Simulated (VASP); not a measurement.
Runs of VASP 6.6.1 on Ca. The structure is that of space group Fm-3m (No. 225), or close to it. The cells are those of the table. 

| cell | gap on the mesh (eV) | pressure (GPa) |
| --- | --- | --- |
| a = 3.961 Å, angles 60.0°, 1 atom | none | 0.0 |
| a = 3.907 Å, angles 60.0°, 1 atom | none | (a) |
| a = 4.063 Å, angles 60.0°, 1 atom | none | -1.1 |
| a = 4.113 Å, angles 60.0°, 1 atom | none | -1.5 |
| a = 4.013 Å, angles 60.0°, 1 atom | none | (b) |
| a = 3.852 Å, angles 60.0°, 1 atom | none | 1.6 |
| a = 3.795 Å, angles 60.0°, 1 atom | none | 2.6 |

Alike in all rows: task single point; level revPBE; potentials or basis VASP PAW PBE potentials, release 64 (Ca_sv); no spin polarisation; k mesh 16 × 16 × 16; cutoff (eV) 520; smearing fermi-dirac 0.1 eV.

Estimate the missing entries.

(a) 0.7; (b) -0.6.

Caveats: the PAW data sets were made with another functional, which shifts forces and pressure a little.

A gap of «none» marks levels without a gap at the run's occupations.
